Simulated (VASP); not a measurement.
# AlNi3 (Fm-3m) in VASP: single point with PBEsol

Aim: the single point of AlNi3 with PBEsol.

Program: VASP 6.6.1. These are calculated values, not measurements. Logs are shortened: lines on timing, memory, paths and dates and some standing lists are left out, and cuts for length are marked.

## (1) The cell of the first run

It takes space group Fm-3m (No. 225, cubic). The conventional cell has a = 5.597 Å, b = 5.597 Å, c = 5.597 Å, α = 90.00°, β = 90.00°, γ = 90.00°. Al (site symmetry m-3m) has 14 Ni at 2.42 to 2.80 Å within 3.2 Å. Ni (site symmetry -43m) has 4 Al at 2.42 Å and 10 Ni at 2.42 to 2.80 Å within 3.2 Å. Ni (site symmetry m-3m) has 8 Ni at 2.42 Å and 6 Al at 2.80 Å within 3.2 Å.

## (2) Single point, PBEsol

INCAR

```
SYSTEM = AlNi3
PREC = Accurate ; ENCUT = 520
EDIFF = 1E-6 ; ISMEAR = 0
SIGMA = 0.15 ; LREAL = .False.
LASPH = .True. ; NELM = 80
ALGO = Normal ; ISIF = 2
LWAVE = .False. ; LCHARG = .False.
GGA = PS ; NBANDS = 24
```

KPOINTS

```
Automatic mesh
0
Gamma
  14 14 14
  0 0 0
```

POSCAR

```
AlNi3
1.0
    0.0000000000      2.7983328972      2.7983328972
    2.7983328972      0.0000000000      2.7983328972
    2.7983328972      2.7983328972      0.0000000000
Al Ni
1 3
Direct
    0.5000000000      0.5000000000      0.5000000000
    0.2500000000      0.2500000000      0.2500000000
    0.0000000000      0.0000000000      0.0000000000
    0.7500000000      0.7500000000      0.7500000000
```

Potentials or basis: VASP PAW PBE potentials, release 64 (Al, Ni).

Run with:

```bash
cat potpaw_PBE.64/Al/POTCAR potpaw_PBE.64/Ni/POTCAR > POTCAR
mpirun -np 1 vasp_std > vasp.out
```

OUTCAR:

```text
SYSTEM = AlNi3
   PREC = Accurate
   ENCUT = 520
   EDIFF = 1E-6
   ISMEAR = 0
   LREAL = .False.
   LASPH = .True.
   NELM = 80
   ISIF = 2
   GGA = PS

 ion  position               nearest neighbor table
   1  0.500  0.500  0.500-   2 2.42   2 2.42   2 2.42   2 2.42   4 2.42   4 2.42   4 2.42   4 2.42
                             3 2.80   3 2.80   3 2.80   3 2.80   3 2.80   3 2.80
   2  0.250  0.250  0.250-   3 2.42   3 2.42   3 2.42   1 2.42   3 2.42   1 2.42   1 2.42   1 2.42
                             4 2.80   4 2.80   4 2.80   4 2.80   4 2.80   4 2.80
   3  0.000  0.000  0.000-   4 2.42   4 2.42   4 2.42   2 2.42   4 2.42   2 2.42   2 2.42   2 2.42
                             1 2.80   1 2.80   1 2.80   1 2.80   1 2.80   1 2.80
   4  0.750  0.750  0.750-   1 2.42   1 2.42   1 2.42   1 2.42   3 2.42   3 2.42   3 2.42   3 2.42
                             2 2.80   2 2.80   2 2.80   2 2.80   2 2.80   2 2.80

  LATTYP: Found a face centered cubic cell.
 ALAT       =     5.5966657944

  Lattice vectors:

 A1 = (   0.0000000000,   2.7983328972,   2.7983328972)
 A2 = (   2.7983328972,   0.0000000000,   2.7983328972)
 A3 = (   2.7983328972,   2.7983328972,   0.0000000000)

Analysis of symmetry for initial positions (statically):
=====================================================================
 Subroutine PRICEL returns:
 Original cell was already a primitive cell.

 Routine SETGRP: Setting up the symmetry group for a
 face centered cubic supercell.

 Subroutine GETGRP returns: Found 48 space group operations
 (whereof 48 operations were pure point group operations)
 out of a pool of 48 trial point group operations.

The static configuration has the point symmetry O_h .

Analysis of symmetry for dynamics (positions and initial velocities):
=====================================================================
 Subroutine PRICEL returns:
 Original cell was already a primitive cell.

 Routine SETGRP: Setting up the symmetry group for a
 face centered cubic supercell.

 Subroutine GETGRP returns: Found 48 space group operations
 (whereof 48 operations were pure point group operations)
 out of a pool of 48 trial point group operations.

The dynamic configuration has the point symmetry O_h .

 Subroutine INISYM returns: Found 48 space group operations
 (whereof 48 operations are pure point group operations),
 and found     1 'primitive' translations

----------------------------------------------------------------------------------------

                                     Primitive cell

  volume of cell :      43.8256

  direct lattice vectors                    reciprocal lattice vectors
     0.000000000  2.798332897  2.798332897    -0.178677812  0.178677812  0.178677812
     2.798332897  0.000000000  2.798332897     0.178677812 -0.178677812  0.178677812
     2.798332897  2.798332897  0.000000000     0.178677812  0.178677812 -0.178677812

  length of vectors
     3.957440335  3.957440335  3.957440335     0.309479049  0.309479049  0.309479049

  position of ions in fractional coordinates (direct lattice)
     0.500000000  0.500000000  0.500000000
     0.250000000  0.250000000  0.250000000
     0.000000000  0.000000000  0.000000000
     0.750000000  0.750000000  0.750000000

  ion indices of the primitive-cell ions
   primitive index   ion index
                 1           1
                 2           2
                 3           3
                 4           4

----------------------------------------------------------------------------------------

 KPOINTS: Automatic mesh

Automatic generation of k-mesh.
 Grid dimensions read from file:
 generate k-points for:   14   14   14

 Generating k-lattice:

  Cartesian coordinates                     Fractional coordinates (reciprocal lattice)
    -0.012762701  0.012762701  0.012762701     0.071428571  0.000000000  0.000000000
     0.012762701 -0.012762701  0.012762701     0.000000000  0.071428571  0.000000000
     0.012762701  0.012762701 -0.012762701     0.000000000  0.000000000  0.071428571

  Length of vectors
     0.022105646  0.022105646  0.022105646

  Shift w.r.t. Gamma in fractional coordinates (k-lattice)
     0.000000000  0.000000000  0.000000000

 Subroutine IBZKPT returns following result:
 ===========================================

 Found    104 irreducible k-points:

 Following reciprocal coordinates:
            Coordinates               Weight
  0.000000  0.000000  0.000000      1.000000
  0.071429  0.000000  0.000000      8.000000
  0.142857  0.000000  0.000000      8.000000
  0.214286  0.000000  0.000000      8.000000
  0.285714  0.000000  0.000000      8.000000
  0.357143  0.000000  0.000000      8.000000
[... 16 lines left out ...]
  0.214286  0.142857  0.000000     24.000000
  0.285714  0.142857  0.000000     24.000000
 [... further k-points ...]
   k-points           NKPTS =    104   k-points in BZ     NKDIM =    104   number of bands    NBANDS=     24
   number of dos      NEDOS =    301   number of ions     NIONS =      4
   total plane-waves  NPLWV =  27000
   dimension x,y,z NGX =    30 NGY =   30 NGZ =   30
   dimension x,y,z NGXF=    60 NGYF=   60 NGZF=   60
   ions per type =               1   3
   NGX,Y,Z   is equivalent  to a cutoff of  12.60, 12.60, 12.60 a.u.
   NGXF,Y,Z  is equivalent  to a cutoff of  25.21, 25.21, 25.21 a.u.
 SYSTEM =  AlNi3
   PREC   = accura    normal or accurate (medium, high low for compatibility)
   ISTART =      0    job   : 0-new  1-cont  2-samecut
   ICHARG =      2    charge: 1-file 2-atom 10-const
   ISPIN  =      1    spin polarized calculation?
   LNONCOLLINEAR =      F non collinear calculations
   LSORBIT =      F    spin-orbit coupling
   LASPH  =      T    aspherical Exc in radial PAW
   ENCUT  =  520.0 eV  38.22 Ry    6.18 a.u.   7.36  7.36  7.36*2*pi/ulx,y,z
   NELM   =     80;   NELMIN=  2; NELMDL= -5     # of ELM steps
   EDIFF  = 0.1E-05   stopping-criterion for ELM
   LREAL  =      F    real-space projection
   EDIFFG = 0.1E-04   stopping-criterion for IOM
   NSW    =      0    number of steps for IOM
   IBRION =     -1    ionic relax: 0-MD 1-quasi-New 2-CG
   NFREE  =      0    steps in history (QN), initial steepest desc. (CG)
   ISIF   =      2    stress and relaxation
   ISYM   =      2    0-nonsym 1-usesym 2-fastsym
   POTIM  = 0.5000    time-step for ionic-motion
   TEBEG  =    0.0;   TEEND  =   0.0 temperature during run
   PSTRESS=    0.0 pullay stress
   NELECT =      33.0000    total number of electrons
   NUPDOWN=      -1.0000    fix difference up-down
   EMIN   =  10.00;   EMAX   =-10.00  energy-range for DOS
   EFERMI =   0.00;   METHOD = LEGACY
   ISMEAR =     0;   SIGMA  =   0.15  broadening in eV -4-tet -1-fermi 0-gaus
   EFERMI_NEDOS =   21; number of points for ismear=-14 and -15
   IALGO  =     38    algorithm
   IMIX   =      4    mixing-type and parameters
     AMIX     =   0.40;   BMIX     =  1.00
     AMIX_MAG =   1.60;   BMIX_MAG =  1.00
  volume/ion in A,a.u.               =      10.96        73.94
  Fermi-wavevector in a.u.,A,eV,Ry     =   1.489373  2.814507 30.180872  2.218232
  Thomas-Fermi vector in A             =   2.602290
   LORBIT       =      0    0 simple, 1 ext, 2 COOP (PROOUT), +10 PAW based schemes
   GGA     = PS    functional components
   LHFCALC =     F    Hartree Fock is set to
   AEXX    =    0.0000 exact exchange contribution
   IVDW    =     0    specifies the selected vdW correction
   LEPSILON=     F    determine dielectric tensor
   LRPA    =     F    only Hartree local field effects (RPA)
 non-spin polarized calculation
 Gauss-broadening in eV      SIGMA  =   0.15
  energy-cutoff  :      520.00
  volume of cell :       43.83
 maximum number of plane-waves:      1243
 NGX is ok and might be reduce to    30
   NGX = 15   NGY = 15   NGZ = 15

 number of electron      33.0000020 magnetization

 Free energy of the ion-electron system (eV)
  ---------------------------------------------------
  ext. energy  EPLUGINS =         0.00000000
  ---------------------------------------------------
  free energy    TOTEN  =       -24.08530476 eV

  energy without entropy =      -24.05412749  energy(sigma->0) =      -24.06971613

 E-fermi :   9.8557     XC(G=0): -12.9840

 val. band max:        9.8527838600   @ k =  -0.2857   0.5000   0.2143
 cond. band min:       9.8702462536   @ k =  -0.4286   0.4286   0.0714
 fundamental gap:      0.0174623936
 Fermi energy:         9.8556936389

 k-point     1 :       0.0000    0.0000    0.0000
  band No.  band energies     occupation
      1      -0.3775      2.00000
      2       6.2256      2.00000
      3       6.2256      2.00000
      4       6.3550      2.00000
      5       6.3550      2.00000
      6       6.3550      2.00000
[... 16 lines left out ...]
     23      17.0769      0.00000
     24      18.5749      0.00000

 k-point     2 :       0.0714    0.0000    0.0000
  band No.  band energies     occupation
      1      -0.3012      2.00000
      2       6.1894      2.00000
      3       6.1894      2.00000
      4       6.3135      2.00000
      5       6.4324      2.00000
      6       6.4324      2.00000
[... 16 lines left out ...]
     23      17.4457      0.00000
     24      18.3774      0.00000

 k-point     3 :       0.1429    0.0000    0.0000
  band No.  band energies     occupation
      1      -0.0738      2.00000
      2       6.1595      2.00000
      3       6.1595      2.00000
      4       6.1880      2.00000
      5       6.5804      2.00000
      6       6.5804      2.00000
[... 16 lines left out ...]
     23      17.8754      0.00000
     24      18.1943      0.00000

 k-point     4 :       0.2143    0.0000    0.0000
  band No.  band energies     occupation
      1       0.3000      2.00000
      2       5.9449      2.00000
      3       6.1653      2.00000
      4       6.1653      2.00000
      5       6.7521      2.00000
      6       6.7521      2.00000
[... 16 lines left out ...]
     23      18.0189      0.00000
     24      18.5771      0.00000

 k-point     5 :       0.2857    0.0000    0.0000
  band No.  band energies     occupation
      1       0.8116      2.00000
      2       5.4920      2.00000
      3       6.2018      2.00000
      4       6.2018      2.00000
      5       6.9202      2.00000
      6       6.9202      2.00000
[... 16 lines left out ...]
     23      18.0309      0.00000
     24      19.3802      0.00000

 k-point     6 :       0.3571    0.0000    0.0000
  band No.  band energies     occupation
      1       1.4467      2.00000
      2       4.8000      2.00000
      3       6.2538      2.00000
      4       6.2538      2.00000
      5       7.0232      2.00000
      6       7.0515      2.00000
[... 16 lines left out ...]
     23      18.0105      0.00000
     24      20.3646      0.00000
[... 379 lines left out ...]
 k-point    21 :      -0.0714    0.0714    0.0000
  band No.  band energies     occupation
      1      -0.1746      2.00000
      2       6.1232      2.00000
      3       6.1413      2.00000
      4       6.3839      2.00000
      5       6.4273      2.00000
      6       6.5483      2.00000
[... 16 lines left out ...]
     23      17.5643      0.00000
     24      17.6551      0.00000

 k-point    22 :       0.1429    0.1429    0.0000
  band No.  band energies     occupation
      1       0.0266      2.00000
      2       5.8396      2.00000
      3       6.3744      2.00000
      4       6.5007      2.00000
      5       6.5007      2.00000
      6       6.5219      2.00000
[... 16 lines left out ...]
     23      17.3304      0.00000
     24      18.9923      0.00000

 k-point    23 :       0.2143    0.1429    0.0000
  band No.  band energies     occupation
      1       0.3001      2.00000
      2       5.6982      2.00000
      3       6.4098      2.00000
      4       6.4428      2.00000
      5       6.6346      2.00000
      6       6.6800      2.00000
[... 16 lines left out ...]
     23      17.6316      0.00000
     24      19.5062      0.00000

 k-point    24 :       0.2857    0.1429    0.0000
  band No.  band energies     occupation
      1       0.7151      2.00000
      2       5.5315      2.00000
      3       6.3217      2.00000
      4       6.4380      2.00000
      5       6.7966      2.00000
      6       6.8026      2.00000
[... 16 lines left out ...]
     23      17.6102      0.00000
     24      19.6188      0.00000

 [... further k-points ...]

------------------------ aborting loop because EDIFF is reached ----------------------------------------

  FORCE on cell =-STRESS in cart. coord.  units (eV):
  Direction    XX          YY          ZZ          XY          YZ          ZX
  --------------------------------------------------------------------------------------
  -------------------------------------------------------------------------------------
  Total        0.0381883      0.0381883      0.0381883      0.0000000     -0.0000000     -0.0000000
  in kB        1.3960886      1.3960886      1.3960886      0.0000000     -0.0000000     -0.0000000
  external PRESSURE =       1.3960886 kB  Pullay stress =       0.0000000 kB

 VOLUME and BASIS-vectors are now :
 -----------------------------------------------------------------------------
  energy-cutoff  :      520.00
  volume of cell :       43.83
      direct lattice vectors                 reciprocal lattice vectors
     0.000000000  2.798332897  2.798332897    -0.178677812  0.178677812  0.178677812
     2.798332897  0.000000000  2.798332897     0.178677812 -0.178677812  0.178677812
     2.798332897  2.798332897  0.000000000     0.178677812  0.178677812 -0.178677812

 POSITION                                       TOTAL-FORCE (eV/Angst)
 -----------------------------------------------------------------------------------
      2.79833      2.79833      2.79833        -0.000000     -0.000000     -0.000000
      1.39917      1.39917      1.39917         0.000000      0.000000      0.000000
      0.00000      0.00000      0.00000        -0.000000     -0.000000     -0.000000
      4.19750      4.19750      4.19750         0.000000      0.000000     -0.000000
 -----------------------------------------------------------------------------------
    total drift:                                0.000000     -0.000000      0.000000

  FREE ENERGIE OF THE ION-ELECTRON SYSTEM (eV)
  ---------------------------------------------------
  free  energy   TOTEN  =       -24.0853047604 eV

  energy  without entropy=      -24.0541274907  energy(sigma->0) =      -24.06971613
```

Run time: 96 s. Hardware: 1 thread of AMD EPYC 7R13 (Zen 3), shared host; peak memory 0.21 GiB.

Results:

- Free energy: -24.0853 eV
- Pressure: 0.1 GPa
- Band gap on the k mesh: zero (an odd number of electrons rules out a gap without spin polarisation)

Caveat: the PAW data sets were made with another functional, which shifts forces and pressure a little. Spin polarisation is off, so any magnetic state and its effect on volume and gap are missing.
